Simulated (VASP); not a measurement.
Bi: single point with PBEsol

Bi:

```
Bi
1.0
     2.28252    1.31781    3.96408
    -2.28252    1.31781    3.96408
     0.00000   -2.63562    3.96408
Bi
2
Direct
  0.76600 0.76600 0.76600
  0.23400 0.23400 0.23400
```

| Item | Value |
| --- | --- |
| Program | VASP 6.6.1 |
| Task | single point |
| Functional | PBEsol |
| Potentials or basis | VASP PAW PBE potentials, release 64 (Bi_d) |
| Cutoff | 520 eV |
| k mesh | 7 × 7 × 7 |
| Occupations | fermi-dirac, width 0.05 eV |
| Spin | no spin polarisation |

The pressure is -1.3 GPa and the largest force is 0.046 eV/Å.

Forces in eV/Å, atoms in the order of the input:
```
Bi   0.000  0.000 -0.046
Bi   0.000  0.000  0.046
```

Levels at points of the mesh, in eV from the Fermi level:
```tsv
k point	band 11	band 12	band 13	band 14	band 15	band 16	band 17	band 18	band 19	band 20
(0.00, 0.00, 0.00)	-12.89	-7.43	-1.32	-1.07	-1.07	2.58	3.05	3.05	5.73	5.87
```

Run time: 120 s on 1 thread of Intel Xeon 8259CL (shared host), peak memory 0.23 GiB.

Caveat: the PAW data sets were made with another functional, which shifts forces and pressure a little; spin-orbit coupling is left out, which moves the levels of the heavy elements.
